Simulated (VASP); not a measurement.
# VPt (P4/mmm) in VASP: single point with LDA+U

Aim: the single point of VPt with LDA+U.

Everything below comes from runs of VASP 6.6.1. Logs are shortened: lines on timing, memory, paths and dates and some standing lists are left out, and cuts for length are marked.

## (1) The cell of the first run

Symmetry: P4/mmm, No. 123, tetragonal system. The conventional cell has a = 2.694 Å, b = 2.694 Å, c = 3.880 Å, α = 90.00°, β = 90.00°, γ = 90.00°. V (site symmetry 4/mmm) has 4 V at 2.69 Å and 8 Pt at 2.72 Å within 3.6 Å. Pt (site symmetry 4/mmm) has 4 Pt at 2.69 Å and 8 V at 2.72 Å within 3.6 Å.

## (2) Single point, LDA+U, collinear spin, ferromagnetic start

Input file INCAR:

```
SYSTEM = VPt
PREC = Accurate ; ENCUT = 520
EDIFF = 1E-7 ; ISMEAR = -5
SIGMA = 0.1 ; LREAL = .False.
LASPH = .True. ; NELM = 150
ALGO = Normal ; ISIF = 2
LWAVE = .False. ; LCHARG = .False.
ISPIN = 2 ; MAGMOM = 1.2 0
LORBIT = 11 ; NUPDOWN = 1.2
LMAXMIX = 4 ; LDAU = .True.
LDAUTYPE = 2 ; LDAUL = -1 2
LDAUU = 0 5 ; LDAUJ = 0 0
LDAUPRINT = 1 ; NBANDS = 22
```

Input file KPOINTS:

```
Automatic mesh
0
Gamma
  12 12 9
  0 0 0
```

Input file POSCAR:

```
VPt
1.0
    2.6940768363      0.0000000000      0.0000000000
    0.0000000000      2.6940768363      0.0000000000
    0.0000000000      0.0000000000      3.8800000000
V Pt
1 1
Direct
    0.5000000000      0.5000000000      0.5000000000
    0.0000000000      0.0000000000      0.0000000000
```

Potentials or basis: VASP PAW LDA potentials, release 64 (V_sv, Pt).

Launch:

```console
> cat potpaw_LDA.64/V_sv/POTCAR potpaw_LDA.64/Pt/POTCAR > POTCAR
> mpirun -np 1 vasp_std > vasp.out
```

OUTCAR:

```text
SYSTEM = VPt
   PREC = Accurate
   ENCUT = 520
   EDIFF = 1E-7
   ISMEAR = -5
   LREAL = .False.
   LASPH = .True.
   NELM = 150
   ISIF = 2
   ISPIN = 2
   LORBIT = 11
   NUPDOWN = 1.2

 ion  position               nearest neighbor table
   1  0.500  0.500  0.500-   2 2.72   2 2.72   2 2.72   2 2.72   2 2.72   2 2.72   2 2.72   2 2.72

   2  0.000  0.000  0.000-   1 2.72   1 2.72   1 2.72   1 2.72   1 2.72   1 2.72   1 2.72   1 2.72

  LATTYP: Found a simple tetragonal cell.
 ALAT       =     2.6940768363
 C/A-ratio  =     1.4401964887

  Lattice vectors:

 A1 = (   2.6940768363,   0.0000000000,   0.0000000000)
 A2 = (   0.0000000000,   2.6940768363,   0.0000000000)
 A3 = (   0.0000000000,   0.0000000000,   3.8800000000)

Analysis of symmetry for initial positions (statically):
=====================================================================
 Subroutine PRICEL returns:
 Original cell was already a primitive cell.

 Routine SETGRP: Setting up the symmetry group for a
 simple tetragonal supercell.

 Subroutine GETGRP returns: Found 16 space group operations
 (whereof 16 operations were pure point group operations)
 out of a pool of 16 trial point group operations.

The static configuration has the point symmetry D_4h.

Analysis of symmetry for dynamics (positions and initial velocities):
=====================================================================
 Subroutine PRICEL returns:
 Original cell was already a primitive cell.

 Routine SETGRP: Setting up the symmetry group for a
 simple tetragonal supercell.

 Subroutine GETGRP returns: Found 16 space group operations
 (whereof 16 operations were pure point group operations)
 out of a pool of 16 trial point group operations.

The dynamic configuration has the point symmetry D_4h.

Analysis of structural, dynamic, and magnetic symmetry:
=====================================================================
 Subroutine PRICEL returns:
 Original cell was already a primitive cell.

 Routine SETGRP: Setting up the symmetry group for a
 simple tetragonal supercell.

 Subroutine GETGRP returns: Found 16 space group operations
 (whereof 16 operations were pure point group operations)
 out of a pool of 16 trial point group operations.

The overall configuration has the point symmetry D_4h.

 Subroutine INISYM returns: Found 16 space group operations
 (whereof 16 operations are pure point group operations),
 and found     1 'primitive' translations

----------------------------------------------------------------------------------------

                                     Primitive cell

  volume of cell :      28.1612

  direct lattice vectors                    reciprocal lattice vectors
     2.694076836  0.000000000  0.000000000     0.371184662  0.000000000  0.000000000
     0.000000000  2.694076836  0.000000000     0.000000000  0.371184662  0.000000000
     0.000000000  0.000000000  3.880000000     0.000000000  0.000000000  0.257731959

  length of vectors
     2.694076836  2.694076836  3.880000000     0.371184662  0.371184662  0.257731959

  position of ions in fractional coordinates (direct lattice)
     0.500000000  0.500000000  0.500000000
     0.000000000  0.000000000  0.000000000

  ion indices of the primitive-cell ions
   primitive index   ion index
                 1           1
                 2           2

----------------------------------------------------------------------------------------

 KPOINTS: Automatic mesh

Automatic generation of k-mesh.
 Grid dimensions read from file:
 generate k-points for:   12   12    9

 Generating k-lattice:
[... 60 lines left out ...]
   LSORBIT =      F    spin-orbit coupling
   LASPH  =      T    aspherical Exc in radial PAW
   ENCUT  =  520.0 eV  38.22 Ry    6.18 a.u.   5.01  5.01  7.21*2*pi/ulx,y,z
   NELM   =    150;   NELMIN=  2; NELMDL= -5     # of ELM steps
   EDIFF  = 0.1E-06   stopping-criterion for ELM
   LREAL  =      F    real-space projection
   EDIFFG = 0.1E-05   stopping-criterion for IOM
   NSW    =      0    number of steps for IOM
   IBRION =     -1    ionic relax: 0-MD 1-quasi-New 2-CG
   NFREE  =      0    steps in history (QN), initial steepest desc. (CG)
   ISIF   =      2    stress and relaxation
   ISYM   =      2    0-nonsym 1-usesym 2-fastsym
   POTIM  = 0.5000    time-step for ionic-motion
   TEBEG  =    0.0;   TEEND  =   0.0 temperature during run
   PSTRESS=    0.0 pullay stress
   NELECT =      23.0000    total number of electrons
   NUPDOWN=       1.2000    fix difference up-down
   EMIN   =  10.00;   EMAX   =-10.00  energy-range for DOS
   EFERMI =   0.00;   METHOD = LEGACY
   ISMEAR =    -5;   SIGMA  =   0.10  broadening in eV -4-tet -1-fermi 0-gaus
   EFERMI_NEDOS =   21; number of points for ismear=-14 and -15
   IALGO  =     38    algorithm
   IMIX   =      4    mixing-type and parameters
     AMIX     =   0.40;   BMIX     =  1.00
     AMIX_MAG =   1.60;   BMIX_MAG =  1.00
  volume/ion in A,a.u.               =      14.08        95.02
  Fermi-wavevector in a.u.,A,eV,Ry     =   1.530266  2.891783 31.860947  2.341714
  Thomas-Fermi vector in A             =   2.637773
   LORBIT       =     11    0 simple, 1 ext, 2 COOP (PROOUT), +10 PAW based schemes
 LDA+U is selected, type is set to LDAUTYPE =  2
   angular momentum for each species LDAUL =    -1    2
   U (eV)           for each species LDAUU =   0.0  5.0
   J (eV)           for each species LDAUJ =   0.0  0.0
   GGA     = CA    functional components
   LHFCALC =     F    Hartree Fock is set to
   AEXX    =    0.0000 exact exchange contribution
   IVDW    =     0    specifies the selected vdW correction
   LEPSILON=     F    determine dielectric tensor
   LRPA    =     F    only Hartree local field effects (RPA)
 spin polarized calculation
 Fermi weights with tetrahedron method with Bloechl corrections
  energy-cutoff  :      520.00
  volume of cell :       28.16
 maximum number of plane-waves:       776
   NGX = 11   NGY = 11   NGZ = 15

atom =   2  type =  2  l = 2

 onsite density matrix

spin component  1

  0.9065 -0.0000  0.0000  0.0000 -0.0000
 -0.0000  0.8587 -0.0000  0.0000  0.0000
  0.0000 -0.0000  0.8810 -0.0000  0.0000
  0.0000  0.0000 -0.0000  0.8587 -0.0000
 -0.0000  0.0000  0.0000 -0.0000  0.8526

spin component  2

  0.9039  0.0000  0.0000  0.0000 -0.0000
  0.0000  0.8579 -0.0000  0.0000 -0.0000
  0.0000 -0.0000  0.8175 -0.0000  0.0000
  0.0000  0.0000 -0.0000  0.8579  0.0000
 -0.0000 -0.0000  0.0000  0.0000  0.7679

 occupancies and eigenvectors

  o =  0.7679  v =  0.0000  0.0000  0.0000  0.0000  0.0000  0.0000 -0.0000  0.0000 -0.0000  1.0000      0.0000  0.0000  0.0000  0.0000  0.0000  0.0000  0.0000  0.0000  0.0000  0.0000
  o =  0.8175  v =  0.0000  0.0000  0.0000  0.0000  0.0000  0.0000  0.0000  1.0000  0.0000 -0.0000      0.0000  0.0000  0.0000  0.0000  0.0000  0.0000  0.0000  0.0000  0.0000  0.0000
  o =  0.8526  v =  0.0000 -0.0000 -0.0000 -0.0000 -1.0000  0.0000  0.0000  0.0000  0.0000  0.0000      0.0000  0.0000  0.0000  0.0000  0.0000  0.0000  0.0000  0.0000  0.0000  0.0000
  o =  0.8579  v =  0.0000  0.0000  0.0000  0.0000  0.0000  0.0000  0.9783 -0.0000  0.2074  0.0000      0.0000  0.0000  0.0000  0.0000  0.0000  0.0000  0.0000  0.0000  0.0000  0.0000
  o =  0.8579  v =  0.0000  0.0000  0.0000  0.0000  0.0000  0.0000  0.2074  0.0000 -0.9783 -0.0000      0.0000  0.0000  0.0000  0.0000  0.0000  0.0000  0.0000  0.0000  0.0000  0.0000
  o =  0.8587  v =  0.0000 -0.6834  0.0000  0.7300 -0.0000  0.0000  0.0000  0.0000  0.0000  0.0000      0.0000  0.0000  0.0000  0.0000  0.0000  0.0000  0.0000  0.0000  0.0000  0.0000
  o =  0.8587  v =  0.0000 -0.7300 -0.0000 -0.6834  0.0000  0.0000  0.0000  0.0000  0.0000  0.0000      0.0000  0.0000  0.0000  0.0000  0.0000  0.0000  0.0000  0.0000  0.0000  0.0000
  o =  0.8810  v =  0.0000  0.0000 -1.0000  0.0000  0.0000  0.0000  0.0000  0.0000  0.0000  0.0000      0.0000  0.0000  0.0000  0.0000  0.0000  0.0000  0.0000  0.0000  0.0000  0.0000
  o =  0.9039  v =  0.0000  0.0000  0.0000  0.0000  0.0000  1.0000  0.0000  0.0000  0.0000  0.0000      0.0000  0.0000  0.0000  0.0000  0.0000  0.0000  0.0000  0.0000  0.0000  0.0000
  o =  0.9065  v =  1.0000  0.0000  0.0000  0.0000  0.0000  0.0000  0.0000  0.0000  0.0000  0.0000      0.0000  0.0000  0.0000  0.0000  0.0000  0.0000  0.0000  0.0000  0.0000  0.0000

 number of electron      22.9999991 magnetization       1.1999998

 Free energy of the ion-electron system (eV)
  ---------------------------------------------------
  ext. energy  EPLUGINS =         0.00000000
  ---------------------------------------------------
  free energy    TOTEN  =       -14.82756379 eV

  energy without entropy =      -14.82756379  energy(sigma->0) =      -14.82756379

 E-fermi :  10.3147     XC(G=0): -13.5076

 val. band max:       11.0727405582   @ k =   0.3333   0.3333   0.0000
 cond. band min:      10.2863243046   @ k =   0.5000   0.0833   0.2222
 fundamental gap:     -0.7864162536
 Fermi energy:        10.8859116224

 spin component 1

 k-point     1 :       0.0000    0.0000    0.0000
  band No.  band energies     occupation
      1     -53.4586      1.00000
      2     -27.7644      1.00000
      3     -27.4306      1.00000
      4     -27.4306      1.00000
      5       1.6892      1.00000
      6       3.4046      1.00000
[... 1193 lines left out ...]
     21      24.9640      0.00000
     22      25.3351      0.00000

 [... further k-points ...]
[... 5 lines left out ...]
  --------------------------------------------------------------------------------------
  -------------------------------------------------------------------------------------
  Total       -2.4091562     -2.4091562     -2.7995442      0.0000000      0.0000000      0.0000000
  in kB     -137.0641473   -137.0641473   -159.2744930      0.0000000      0.0000000      0.0000000
  external PRESSURE =    -144.4675959 kB  Pullay stress =       0.0000000 kB

 VOLUME and BASIS-vectors are now :
 -----------------------------------------------------------------------------
  energy-cutoff  :      520.00
  volume of cell :       28.16
      direct lattice vectors                 reciprocal lattice vectors
     2.694076836  0.000000000  0.000000000     0.371184662  0.000000000  0.000000000
     0.000000000  2.694076836  0.000000000     0.000000000  0.371184662  0.000000000
     0.000000000  0.000000000  3.880000000     0.000000000  0.000000000  0.257731959

 POSITION                                       TOTAL-FORCE (eV/Angst)
 -----------------------------------------------------------------------------------
      1.34704      1.34704      1.94000         0.000000      0.000000      0.000000
      0.00000      0.00000      0.00000         0.000000      0.000000      0.000000
 -----------------------------------------------------------------------------------
    total drift:                               -0.000000      0.000000      0.000000

  FREE ENERGIE OF THE ION-ELECTRON SYSTEM (eV)
  ---------------------------------------------------
  free  energy   TOTEN  =       -14.8275637870 eV

  energy  without entropy=      -14.8275637870  energy(sigma->0) =      -14.82756379

 total charge

# of ion       s       p       d       tot
------------------------------------------
    1        2.288   6.189   3.001  11.478
    2        0.734   0.676   8.495   9.905
--------------------------------------------------
tot          3.023   6.865  11.495  21.383

 magnetization (x)

# of ion       s       p       d       tot
------------------------------------------
    1        0.007   0.019   0.899   0.925
    2       -0.007   0.029   0.152   0.173
--------------------------------------------------
tot         -0.000   0.048   1.051   1.099
```

Wall time 1.7 min (1 thread of Intel Xeon Platinum 8488C (Sapphire Rapids), shared host); peak memory 0.24 GiB.

What came out:

```yaml
Free_energy: -14.8276 eV
Pressure: -14.4 GPa
Net_moment: 1.20 μB per cell
Site_moments: V +0.93; Pt +0.17 μB
Valence_electrons_inside_the_program's_atomic_spheres: V 11.48; Pt 9.90
```

Eigenvalues of the final occupation matrices:
```csv
site,spin,trace,eigenvalues
site 2 d,1,4.36,0.85 0.86 0.86 0.88 0.91
site 2 d,2,4.21,0.77 0.82 0.86 0.86 0.90
```

Caveat: spin-orbit coupling is left out, which moves the levels of the heavy elements; the total moment is fixed, so each spin has its own Fermi level; the U is typed as a test and isn't derived for this compound. The state reached can hang on the start; a lower one may exist.
